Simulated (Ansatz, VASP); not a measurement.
**NbAs: VASP beside Ansatz**

Contents of INCAR:

```
ALGO = Normal
EDIFF = 1E-7
ENCUT = 520
GGA = PS
ISIF = 2
ISMEAR = -1
LASPH = True
LCHARG = False
LREAL = False
LWAVE = False
NBANDS = 26
NELM = 100
PREC = Accurate
SIGMA = 0.05
```

Contents of KPOINTS:

```
k-points
0
Gamma
  11 11 11
```

POSCAR

```
NbAs
1.0
   -1.7596987896      1.7596987896      5.9545388829
    1.7596987896     -1.7596987896      5.9545388829
    1.7596987896      1.7596987896     -5.9545388829
Nb As
2 2
Direct
    0.5000000000      0.0000000000      0.5000000000
    0.7500000000      0.7500000000      0.0000000000
    0.9160000000      0.4160000000      0.5000000000
    0.1660000000      0.1660000000      0.0000000000
```

input.yaml

```yaml
crystal:
  lattice:
    - [-1.7596987896, 1.7596987896, 5.9545388829]
    - [1.7596987896, -1.7596987896, 5.9545388829]
    - [1.7596987896, 1.7596987896, -5.9545388829]
  atoms:
    - { symbol: Nb, position: [0.5, 0.0, 0.5] }
    - { symbol: Nb, position: [0.75, 0.75, 0.0] }
    - { symbol: As, position: [0.916, 0.416, 0.5] }
    - { symbol: As, position: [0.166, 0.166, 0.0] }
kpoints:
  mp_grid: { grid: [11, 11, 11] }
scf:
  occupations: { method: fermi_dirac, width: 0.05 }
hamiltonian:
  xc: pbesol
  pseudopotentials: { kind: all_electron, lapw: { basis_error: 0.002 } }
output:
  forces: true
  stress: true
  eigenvalues: true
```

Change from the starting cell: volume scaled by 1.06.

Alike in both runs: task single point; functional PBEsol; k mesh 11 × 11 × 11; occupations fermi-dirac, width 0.05 eV; no spin polarisation.

|  | VASP | Ansatz |
| --- | --- | --- |
| version | VASP 6.6.1 | Ansatz 0.2.0 |
| potentials or method | VASP PAW PBE potentials, release 64 (Nb_sv, As), cutoff 520 eV | all-electron LAPW, scalar-relativistic |

Ansatz gave:

* pressure (GPa): -10.9
* traceless stress, the component that is largest in VASP (GPa): 1.33
* rms of the force components (eV/Å): 0.127

Question: What did VASP give for the same quantities?

Answer: Pressure (GPa): -10.9; traceless stress, the component that is largest in VASP (GPa): 1.30; rms of the force components (eV/Å): 0.128.

VASP's potentials were made for PBE, not for PBEsol. Atom by atom the forces differ by 0.001 eV/Å (rms over components). Ansatz ran all-electron here, and VASP with PAW potentials.
